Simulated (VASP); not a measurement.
# Cu (Pm-3m) in VASP: further runs

Runs on Cu. Level: PBE. Tasks: relaxation of cell and atoms.

Everything below comes from runs of VASP 6.6.1. Logs are shortened: lines on timing, memory, paths and dates and some standing lists are left out, and cuts for length are marked.

### 1 The cell of the first run

Symmetry: Pm-3m, No. 221, cubic system. The conventional cell has a = 2.350 Å, b = 2.350 Å, c = 2.350 Å, α = 90.00°, β = 90.00°, γ = 90.00°. Cu (site symmetry m-3m) has 6 Cu at 2.35 Å within 3.1 Å.

### 2 Relaxation of cell and atoms, PBE, target pressure 20 GPa, at which the enthalpy is minimised

File INCAR:

```
PREC     = Accurate       # precision mode
ENCUT    = 600            # plane-wave cutoff, eV
EDIFF    = 1E-6           # SCF threshold, eV
ISMEAR   = -1             # smearing method
SIGMA    = 0.05           # smearing width, eV
LREAL    = False          # projectors in reciprocal space
LASPH    = True           # aspherical terms in the spheres
NELM     = 60             # most SCF steps
ALGO     = Normal         # electronic algorithm
ISIF     = 3              # what is computed and relaxed
LWAVE    = False          # write WAVECAR
LCHARG   = False          # write CHGCAR
GGA      = PE             # functional
IBRION   = 2              # ionic algorithm
NSW      = 80             # ionic steps
EDIFFG   = -0.01          # ionic threshold
PSTRESS  = 200.0
```

File KPOINTS:

```
Automatic mesh
0
Gamma
  17 17 17
```

File POSCAR:

```
Cu
1.0
    2.3500000000      0.0000000000      0.0000000000
    0.0000000000      2.3500000000      0.0000000000
    0.0000000000      0.0000000000      2.3500000000
Cu
1
Direct
    0.0000000000      0.0000000000      0.0000000000
```

Potentials or basis: VASP PAW PBE potentials, release 64 (Cu).

The run is started by

```sh
$ cat potpaw_PBE.64/Cu/POTCAR > POTCAR
$ mpirun -np 1 vasp_std > vasp.out
```

OUTCAR:

```text
PREC = Accurate
   ENCUT = 600
   EDIFF = 1E-6
   ISMEAR = -1
   LREAL = False
   LASPH = True
   NELM = 60
   ISIF = 3
   GGA = PE
   IBRION = 2
   NSW = 80
   EDIFFG = -0.01
   PSTRESS = 200.0

 ion  position               nearest neighbor table
   1  0.000  0.000  0.000-

  LATTYP: Found a simple cubic cell.
 ALAT       =     2.3500000000

  Lattice vectors:

 A1 = (   2.3500000000,   0.0000000000,   0.0000000000)
 A2 = (   0.0000000000,   2.3500000000,   0.0000000000)
 A3 = (   0.0000000000,   0.0000000000,   2.3500000000)

Analysis of symmetry for initial positions (statically):
=====================================================================
 Subroutine PRICEL returns:
 Original cell was already a primitive cell.

 Routine SETGRP: Setting up the symmetry group for a
 simple cubic supercell.

 Subroutine GETGRP returns: Found 48 space group operations
 (whereof 48 operations were pure point group operations)
 out of a pool of 48 trial point group operations.

The static configuration has the point symmetry O_h .

Analysis of symmetry for dynamics (positions and initial velocities):
=====================================================================
 Subroutine PRICEL returns:
 Original cell was already a primitive cell.

 Routine SETGRP: Setting up the symmetry group for a
 simple cubic supercell.

 Subroutine GETGRP returns: Found 48 space group operations
 (whereof 48 operations were pure point group operations)
 out of a pool of 48 trial point group operations.

The dynamic configuration has the point symmetry O_h .

 Subroutine INISYM returns: Found 48 space group operations
 (whereof 48 operations are pure point group operations),
 and found     1 'primitive' translations

----------------------------------------------------------------------------------------

                                     Primitive cell

  volume of cell :      12.9779

  direct lattice vectors                    reciprocal lattice vectors
     2.350000000  0.000000000  0.000000000     0.425531915  0.000000000  0.000000000
     0.000000000  2.350000000  0.000000000     0.000000000  0.425531915  0.000000000
     0.000000000  0.000000000  2.350000000     0.000000000  0.000000000  0.425531915

  length of vectors
     2.350000000  2.350000000  2.350000000     0.425531915  0.425531915  0.425531915

  position of ions in fractional coordinates (direct lattice)
     0.000000000  0.000000000  0.000000000

  ion indices of the primitive-cell ions
   primitive index   ion index
                 1           1

----------------------------------------------------------------------------------------

 KPOINTS: Automatic mesh

Automatic generation of k-mesh.
 Grid dimensions read from file:
 generate k-points for:   17   17   17

 Generating k-lattice:

  Cartesian coordinates                     Fractional coordinates (reciprocal lattice)
     0.025031289  0.000000000  0.000000000     0.058823529  0.000000000  0.000000000
     0.000000000  0.025031289  0.000000000     0.000000000  0.058823529  0.000000000
     0.000000000  0.000000000  0.025031289     0.000000000  0.000000000  0.058823529

  Length of vectors
     0.025031289  0.025031289  0.025031289

  Shift w.r.t. Gamma in fractional coordinates (k-lattice)
     0.000000000  0.000000000  0.000000000

 Subroutine IBZKPT returns following result:
 ===========================================

 Found    165 irreducible k-points:

 Following reciprocal coordinates:
            Coordinates               Weight
  0.000000  0.000000  0.000000      1.000000
  0.058824  0.000000  0.000000      6.000000
  0.117647  0.000000  0.000000      6.000000
  0.176471  0.000000  0.000000      6.000000
  0.235294  0.000000  0.000000      6.000000
  0.294118  0.000000  0.000000      6.000000
[... 16 lines left out ...]
  0.411765  0.117647  0.000000     24.000000
  0.470588  0.117647  0.000000     24.000000
 [... further k-points ...]
   k-points           NKPTS =    165   k-points in BZ     NKDIM =    165   number of bands    NBANDS=      9
   number of dos      NEDOS =    301   number of ions     NIONS =      1
   total plane-waves  NPLWV =   8000
   dimension x,y,z NGX =    20 NGY =   20 NGZ =   20
   dimension x,y,z NGXF=    40 NGYF=   40 NGZF=   40
   ions per type =               1
   NGX,Y,Z   is equivalent  to a cutoff of  14.15, 14.15, 14.15 a.u.
   NGXF,Y,Z  is equivalent  to a cutoff of  28.30, 28.30, 28.30 a.u.
 SYSTEM =  unknown system
   PREC   = accura    normal or accurate (medium, high low for compatibility)
   ISTART =      0    job   : 0-new  1-cont  2-samecut
   ICHARG =      2    charge: 1-file 2-atom 10-const
   ISPIN  =      1    spin polarized calculation?
   LNONCOLLINEAR =      F non collinear calculations
   LSORBIT =      F    spin-orbit coupling
   LASPH  =      T    aspherical Exc in radial PAW
   ENCUT  =  600.0 eV  44.10 Ry    6.64 a.u.   4.69  4.69  4.69*2*pi/ulx,y,z
   NELM   =     60;   NELMIN=  2; NELMDL= -5     # of ELM steps
   EDIFF  = 0.1E-05   stopping-criterion for ELM
   LREAL  =      F    real-space projection
   EDIFFG = -.1E-01   stopping-criterion for IOM
   NSW    =     80    number of steps for IOM
   IBRION =      2    ionic relax: 0-MD 1-quasi-New 2-CG
   NFREE  =      1    steps in history (QN), initial steepest desc. (CG)
   ISIF   =      3    stress and relaxation
   ISYM   =      2    0-nonsym 1-usesym 2-fastsym
   POTIM  = 0.5000    time-step for ionic-motion
   TEBEG  =    0.0;   TEEND  =   0.0 temperature during run
   PSTRESS=  200.0 pullay stress
   NELECT =      11.0000    total number of electrons
   NUPDOWN=      -1.0000    fix difference up-down
   EMIN   =  10.00;   EMAX   =-10.00  energy-range for DOS
   EFERMI =   0.00;   METHOD = LEGACY
   ISMEAR =    -1;   SIGMA  =   0.05  broadening in eV -4-tet -1-fermi 0-gaus
   EFERMI_NEDOS =   21; number of points for ismear=-14 and -15
   IALGO  =     38    algorithm
   IMIX   =      4    mixing-type and parameters
     AMIX     =   0.40;   BMIX     =  1.00
     AMIX_MAG =   1.60;   BMIX_MAG =  1.00
  volume/ion in A,a.u.               =      12.98        87.58
  Fermi-wavevector in a.u.,A,eV,Ry     =   1.549308  2.927768 32.658831  2.400356
  Thomas-Fermi vector in A             =   2.654134
   LORBIT       =      0    0 simple, 1 ext, 2 COOP (PROOUT), +10 PAW based schemes
   GGA     = PE    functional components
   LHFCALC =     F    Hartree Fock is set to
   AEXX    =    0.0000 exact exchange contribution
   IVDW    =     0    specifies the selected vdW correction
   LEPSILON=     F    determine dielectric tensor
   LRPA    =     F    only Hartree local field effects (RPA)
 conjugate gradient relaxation of ions
 non-spin polarized calculation
  energy-cutoff  :      600.00
  volume of cell :       12.98
 maximum number of plane-waves:       461
 NGX is ok and might be reduce to    20
   NGX =  9   NGY =  9   NGZ =  9

--------------------------------------- Ionic step        1  -------------------------------------------

 number of electron      10.9999999 magnetization

 Free energy of the ion-electron system (eV)
  ---------------------------------------------------
  ext. energy  EPLUGINS =         0.00000000
  ---------------------------------------------------
  free energy    TOTEN  =        -3.23963107 eV

  energy without entropy =       -3.23686083  energy(sigma->0) =       -3.23824595

------------------------ aborting loop because EDIFF is reached ----------------------------------------

  FORCE on cell =-STRESS in cart. coord.  units (eV):
  Direction    XX          YY          ZZ          XY          YZ          ZX
  --------------------------------------------------------------------------------------
  -------------------------------------------------------------------------------------
  Total        0.7613336      0.7613336      0.7613336      0.0000000      0.0000000      0.0000000
  in kB       93.9900691     93.9900691     93.9900691      0.0000000      0.0000000      0.0000000
  external PRESSURE =    -106.0099309 kB  Pullay stress =     200.0000000 kB
[... 59 lines left out ...]
  enthalpy is  TOTEN    =        -1.6195710441 eV   P V=        1.4269219794

--------------------------------------- Ionic step        3  -------------------------------------------

 number of electron      11.0000014 magnetization

 Free energy of the ion-electron system (eV)
  ---------------------------------------------------
  ext. energy  EPLUGINS =         0.00000000
  ---------------------------------------------------
  free energy    TOTEN  =        -3.16753907 eV

  energy without entropy =       -3.16484232  energy(sigma->0) =       -3.16619069

 E-fermi :   7.1015     XC(G=0): -12.4632

 val. band max:        7.0894825572   @ k =   0.4706   0.1765   0.0000
 cond. band min:       7.1269037400   @ k =   0.3529   0.3529   0.0588
 fundamental gap:      0.0374211828
 Fermi energy:         7.1014958114

 k-point     1 :       0.0000    0.0000    0.0000
  band No.  band energies     occupation
      1      -1.8356      2.00000
      2       2.7030      2.00000
      3       2.7030      2.00000
      4       5.7282      2.00000
      5       5.7282      2.00000
      6       5.7282      2.00000
      7      26.1325      0.00000
      8      26.1325      0.00000
      9      26.1325      0.00000
[... 265 lines left out ...]
 k-point    24 :       0.4706    0.1176    0.0000
  band No.  band energies     occupation
      1       2.5740      2.00000
      2       3.2735      2.00000
      3       3.9079      2.00000
      4       4.8167      2.00000
      5       5.6947      2.00000
      6       6.3540      2.00000
      7       9.8709      0.00000
      8      28.1718      0.00000
      9      29.9475      0.00000

 [... further k-points ...]
[... 5 lines left out ...]
  --------------------------------------------------------------------------------------
  -------------------------------------------------------------------------------------
  Total        1.5166611      1.5166611      1.5166611      0.0000000     -0.0000000      0.0000000
  in kB      199.7362001    199.7362001    199.7362001      0.0000000     -0.0000000      0.0000000
  external PRESSURE =      -0.2637999 kB  Pullay stress =     200.0000000 kB
[... 16 lines left out ...]
  FREE ENERGIE OF THE ION-ELECTRON SYSTEM (eV)
  ---------------------------------------------------
  free  energy   TOTEN  =        -3.1675390735 eV

  energy  without entropy=       -3.1648423154  energy(sigma->0) =       -3.16619069

  enthalpy is  TOTEN    =        -1.6488748682 eV   P V=        1.5186642054

 reached required accuracy - stopping structural energy minimisation
```

Run time: 50 s. Hardware: 1 thread of AMD EPYC 7R43 (Zen 3), shared host; peak memory 0.11 GiB.

What came out:

```yaml
Free_energy: -3.1675 eV
Relaxed_volume: 12.17 Å³/atom
Relaxed_cell: a = 2.300 Å, b = 2.300 Å, c = 2.300 Å, α = 90.00°, β = 90.00°, γ = 90.00°
Space_group_after_relaxing_to_0.05_Å: Pm-3m (No. 221)
Energy_change_on_relaxing_the_enthalpy_is_what_falls: +72.1 meV/atom
Ionic_steps: 3
Pressure_after_relaxing: 20.0 GPa
```

The path:
| step | energy change (eV) | largest force (eV/Å) | pressure (GPa) | volume (Å³) |
| --- | --- | --- | --- | --- |
| 1 | 0.0000 | 0.0000 | 9.40 | 12.98 |
| 2 | 0.1931 | 0.0000 | 33.53 | 11.43 |
| 3 | 0.0721 | 0.0000 | 19.97 | 12.17 |

Final structure:
```yaml
crystal:
  lattice:
    - [2.29993, 0.00000, 0.00000]
    - [0.00000, 2.29993, 0.00000]
    - [0.00000, 0.00000, 2.29993]
  atoms:
    - { symbol: Cu, position: [0.00000, 0.00000, 0.00000] }
```

Caveat: the cell is relaxed towards a set pressure, so the enthalpy falls and the energy may rise.

### 3 Relaxation of cell and atoms, PBE, target pressure 40 GPa, at which the enthalpy is minimised

File INCAR:

```
PREC = Accurate
ENCUT = 600
EDIFF = 1E-7
ISMEAR = -1
SIGMA = 0.05
LREAL = F
LASPH = T
NELM = 80
ALGO = Normal
ISIF = 3
LWAVE = F
LCHARG = F
GGA = PE
IBRION = 2
NSW = 80
EDIFFG = -0.01
PSTRESS = 400.0
```

File KPOINTS:

```
regular mesh
0
Gamma
  17 17 17
```

POSCAR is that of step 2.

Potentials or basis: VASP PAW PBE potentials, release 64 (Cu).

The run is started by

```sh
$ cat potpaw_PBE.64/Cu/POTCAR > POTCAR
$ mpirun -np 1 vasp_std > vasp.out
```

Run time: 86 s. Hardware: 1 thread of AMD EPYC 7R43 (Zen 3), shared host; peak memory 0.11 GiB.

The run converged. Its results:

| Quantity | Value |
| --- | --- |
| Free energy | -2.9820 eV |
| Relaxed volume | 11.15 Å³/atom |
| Relaxed cell | a = 2.234 Å, b = 2.234 Å, c = 2.234 Å, α = 90.00°, β = 90.00°, γ = 90.00° |
| Space group after relaxing (to 0.05 Å) | Pm-3m (No. 221) |
| Energy change on relaxing (the enthalpy is what falls) | +257.7 meV/atom |
| Ionic steps | 5 |
| Pressure after relaxing | 40.1 GPa |

Step by step:
```csv
step,energy change (eV),largest force (eV/Å),pressure (GPa),volume (Å³)
1,0.0000,0.0000,9.16,12.98
2,1.4576,0.0000,144.57,8.83
3,0.2297,0.0000,37.37,11.27
4,0.2492,0.0000,39.29,11.18
5,0.2577,0.0000,40.12,11.15
```

Final structure:
```
CELL_PARAMETERS angstrom
2.23403 0.00000 0.00000
0.00000 2.23403 0.00000
0.00000 0.00000 2.23403
ATOMIC_POSITIONS crystal
Cu 0.00000 0.00000 0.00000
```

Levels at points of the mesh, in eV from the Fermi level:
```csv
k point,band 3,band 4,band 5,band 6,band 7,band 8,band 9
"(0.00, 0.00, 0.00)",-4.86,-1.42,-1.42,-1.42,20.05,20.05,20.05
```

Caveat: the cell is relaxed towards a set pressure, so the enthalpy falls and the energy may rise.

[end of part 1 of 2]
